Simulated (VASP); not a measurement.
## V: single point with PBE

V:

```
V
1.0
    -1.49500    1.49500    1.49500
     1.49500   -1.49500    1.49500
     1.49500    1.49500   -1.49500
V
1
Direct
  0.00000 0.00000 0.00000
```

```
Program                : VASP 6.6.1
Task                   : single point
Functional             : PBE
Potentials or basis    : VASP PAW PBE potentials, release 64 (V_sv)
Cutoff                 : 500 eV
k mesh                 : 8 × 8 × 8
Occupations            : gaussian, width 0.1 eV
Spin                   : no spin polarisation
Dipole correction      : no
Further INCAR settings : ALGO = Normal; EDIFF = 1e-06; NBANDS = 12
```

```
Pressure : 0.1 GPa
```

Levels at points of the mesh, in eV from the Fermi level:
| k point | band 2 | band 3 | band 4 | band 5 | band 6 | band 7 | band 8 | band 9 | band 10 | band 11 |
| --- | --- | --- | --- | --- | --- | --- | --- | --- | --- | --- |
| (0.00, 0.00, 0.00) | -36.98 | -36.98 | -36.98 | -6.63 | 0.42 | 0.42 | 0.42 | 2.45 | 2.45 | 20.52 |
| (0.50, 0.00, 0.00) | -37.90 | -37.27 | -36.99 | -3.21 | -1.14 | 1.65 | 2.46 | 2.82 | 4.17 | 10.27 |
| (0.50, 0.50, 0.50) | -37.61 | -37.61 | -37.61 | -3.03 | -3.03 | 3.77 | 3.77 | 3.77 | 10.26 | 10.26 |

It took 14 s on 1 thread of Intel Xeon 8259CL, with other jobs on the host, peak memory 0.12 GiB.

Caveat: the k points lie up to 0.37 Å⁻¹ apart.
